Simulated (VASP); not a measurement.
Wanted: the native input for a VASP 6.6.1 run.

| Quantity | Value |
| --- | --- |
| Task | single point |
| Functional | PBE |
| Potentials or basis | VASP PAW PBE potentials, release 64 (C_h, N_h, H_h) |
| Cutoff | 1000 eV |
| k mesh | 1 × 1 × 1 |
| Occupations | fermi-dirac, width 0.02 eV |
| Spin | no spin polarisation |
| Dipole correction | no |
| Further INCAR settings | LREAL = Auto; ALGO = Normal; EDIFF = 1e-06; NBANDS = 72 |

The structure of H3C2N lies in POSCAR:

```
H3C2N
1.0
    8.0517480000      0.0000000000      0.0000000000
    0.0000000000      8.0517480000      0.0000000000
    0.0000000000      0.0000000000      8.0517480000
C N H
12 6 18
Direct
    0.2333157968      0.5524390480      0.7265751487
    0.3550160785      0.4241439250      0.7358650569
    0.2036948995      0.7860901757      0.3374919334
    0.1637408424      0.8912226264      0.4788028637
    0.7557240987      0.3060080867      0.4448847629
    0.9244824850      0.3581334140      0.4326141355
    0.7646414170      1.0007888970      0.8133140779
    0.8619743191      0.8968487340      0.9265814082
    0.1671935088      0.1960692262      0.0231254133
    0.3129630982      0.1998323842      0.1263700752
    0.6637192321      0.5551341150      0.0299562281
    0.6288820763      0.6475364107      0.1738752877
    0.4754868135      0.3401000627      0.7441241330
    0.1377340672      0.9791786827      0.5902445034
    1.0582670993      0.4045208568      0.3979881139
    0.9632442545      0.8434566010      1.0142518122
    0.4341169147      0.2014717798      0.2017201731
    0.6423449914      0.7397524115      0.2888316922
    0.2777160934      0.6587389471      0.7988824290
    0.2042289451      0.5849288875      0.5926042395
    0.1123482752      0.5235012323      0.7871831061
    0.0944639599      0.7826499289      0.2513615677
    0.3127271246      0.8389979418      0.2818642610
    0.2254541498      0.6576460167      0.3773466333
    0.6735804449      0.3991928212      0.5108083363
    0.7046544427      0.2975254566      0.3174465967
    0.7512654395      0.1878598287      0.5044618883
    0.7330954719      0.9212657922      0.7063186776
    0.6606515753      1.0578324110      0.8761824141
    0.8332724770      1.1086288344      0.7757445961
    0.1955848593      0.1934486772     -0.1130934550
    0.0907132215      0.0786909873      0.0393827527
    0.0798708554      0.3024436433      0.0666066549
    0.7946100648      0.5187693405      0.0369360790
    0.6009254140      0.4360543822     -0.0072034048
    0.6604777000      0.6368927592     -0.0785046924
```

The input as run:

INCAR

```
SYSTEM = H3C2N
PREC = Accurate
ENCUT = 1000
EDIFF = 1E-6
ISMEAR = -1
SIGMA = 0.02
LREAL = Auto
LASPH = .True.
NELM = 120
ALGO = Normal
ISIF = 2
LWAVE = .False.
LCHARG = .False.
GGA = PE
NBANDS = 72
GGA_COMPAT = .False.
```

KPOINTS

```
regular mesh
0
Gamma
  1 1 1
  0 0 0
```

Potentials or basis: VASP PAW PBE potentials, release 64 (C_h, N_h, H_h).

The run is started by

```bash
$ cat potpaw_PBE.64/C_h/POTCAR potpaw_PBE.64/N_h/POTCAR potpaw_PBE.64/H_h/POTCAR > POTCAR
$ mpirun -np 1 vasp_gam > vasp.out
```

Results of the run:

| Item | Value |
| --- | --- |
| Pressure | -0.1 GPa |
| Largest force | 4.144 eV/Å |
| Band gap on the k mesh | 5.80 eV |

Caveat: the k points lie up to 0.78 Å⁻¹ apart; the atoms stand as in a frame of molecular dynamics.

It took 3.5 min on 1 thread of Intel(R) Xeon(R) Platinum 8259CL CPU @ 2.50GHz (Skylake/Cascade Lake), with other jobs on the host, peak memory 1 GiB.
